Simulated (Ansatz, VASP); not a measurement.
# Two plane-wave programs on MoS2

Contents of INCAR:

```
ALGO = Normal
EDIFF = 1E-6
ENCUT = 500
GGA = PE
GGA_COMPAT = F
ISIF = 2
ISMEAR = 0
IVDW = 12
LASPH = T
LCHARG = F
LREAL = F
LWAVE = F
NBANDS = 20
NELM = 120
PREC = Accurate
SIGMA = 0.05
```

KPOINTS

```
k-points
0
Gamma
  12 12 6
```

Contents of POSCAR:

```
MoS2
1.0
    3.2312950452      0.0000000000      0.0000000000
   -1.6156475226      2.7983835963      0.0000000000
    0.0000000000      0.0000000000      6.8175461395
Mo S
1 2
Direct
    0.0000000000      0.0000000000      0.0000000000
    0.3333333333      0.6666666667      0.2357940733
    0.3333333333      0.6666666667      0.7642059267
```

Input for Ansatz:

```yaml
crystal:
  lattice:
    - [3.2312950452, 0.0, 0.0]
    - [-1.6156475226, 2.7983835963, 0.0]
    - [0.0, 0.0, 6.8175461395]
  atoms:
    - { symbol: Mo, position: [0.0, 0.0, 0.0] }
    - { symbol: S, position: [0.3333333333, 0.6666666667, 0.2357940733] }
    - { symbol: S, position: [0.3333333333, 0.6666666667, 0.7642059267] }
basis:
  ecutwfc: 420
kpoints:
  mp_grid: { grid: [12, 12, 6] }
hamiltonian:
  xc: pbe
  dispersion: d3bj
scf:
  occupations: { method: gaussian, width: 0.05 }
output:
  forces: true
  stress: true
  eigenvalues: true
```

Alike in both runs: task single point; functional PBE; dispersion D3(BJ); k mesh 12 × 12 × 6; occupations gaussian, width 0.05 eV; no spin polarisation.

|  | VASP | Ansatz |
| --- | --- | --- |
| version | VASP 6.6.1 | Ansatz 0.2.0 |
| potentials or method | VASP PAW PBE potentials, release 64 (Mo_sv, S), cutoff 500 eV | scalar-relativistic, plane waves, PAW |
| valence electrons in the cell | 26 | 26 |

|  | VASP | Ansatz | Ansatz less VASP |
| --- | --- | --- | --- |
| gap on the k mesh at the Fermi level (eV) | 1.20 | 1.19 | -0.009 |
| least direct gap on the mesh (eV) | 1.58 | 1.58 | -0.003 |
| pressure (GPa) | -9.2 | -9.2 | +0.09 |
| traceless stress, the component that is largest in VASP (GPa) | -0.77 | -0.74 | +0.030 |
| rms of the force components (eV/Å) | 0.532 | 0.528 | -0.0035 |

Atom by atom the forces differ by 0.004 eV/Å (rms over components).
